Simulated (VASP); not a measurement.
Wanted: the native input for a VASP 6.6.1 run.

```
Task                   : single point
Functional             : PBE
Potentials or basis    : VASP PAW PBE potentials, release 64 (W_sv)
Cutoff                 : 520 eV
k mesh                 : 20 × 20 × 20
Occupations            : gaussian, width 0.15 eV
Spin                   : no spin polarisation
Dipole correction      : no
Further INCAR settings : ALGO = Fast; EDIFF = 1e-07; NBANDS = 13
```

The structure of W lies in POSCAR:

```
W
1.0
   -1.4856732176      1.5600125932      1.5600125932
    1.5600125932     -1.4856732176      1.5600125932
    1.5600125932      1.5600125932     -1.4856732176
W
1
Direct
    0.0000000000      0.0000000000      0.0000000000
```

The input as run:

INCAR

```
PREC     = Accurate       # precision mode
ENCUT    = 520            # plane-wave cutoff, eV
EDIFF    = 1E-7           # SCF threshold, eV
ISMEAR   = 0              # smearing method
SIGMA    = 0.15           # smearing width, eV
LREAL    = False          # projectors in reciprocal space
LASPH    = True           # aspherical terms in the spheres
NELM     = 100            # most SCF steps
ALGO     = Fast           # electronic algorithm
ISIF     = 2              # what is computed and relaxed
LWAVE    = False          # write WAVECAR
LCHARG   = True           # write CHGCAR
GGA      = PE             # functional
LELF     = True           # ELF
LVHAR    = True         
NBANDS   = 13             # bands
```

KPOINTS

```
regular mesh
0
Gamma
  20 20 20
```

Potentials or basis: VASP PAW PBE potentials, release 64 (W_sv).

The run is started by

```sh
$ cat potpaw_PBE.64/W_sv/POTCAR > POTCAR
$ mpirun -np 1 vasp_std > vasp.out
```

Results of the run:

```yaml
Pressure: 23.5 GPa
Band_gap_on_the_k_mesh: zero (bands 7 and 8 overlap by 5.30 eV)
```

Caveat: the cell stands under pressure; spin-orbit coupling is left out, which moves the levels of the heavy elements.

Run time: 2.2 min on 1 thread of Intel(R) Xeon(R) 6975P-C (Granite Rapids) (shared host), peak memory 0.24 GiB.
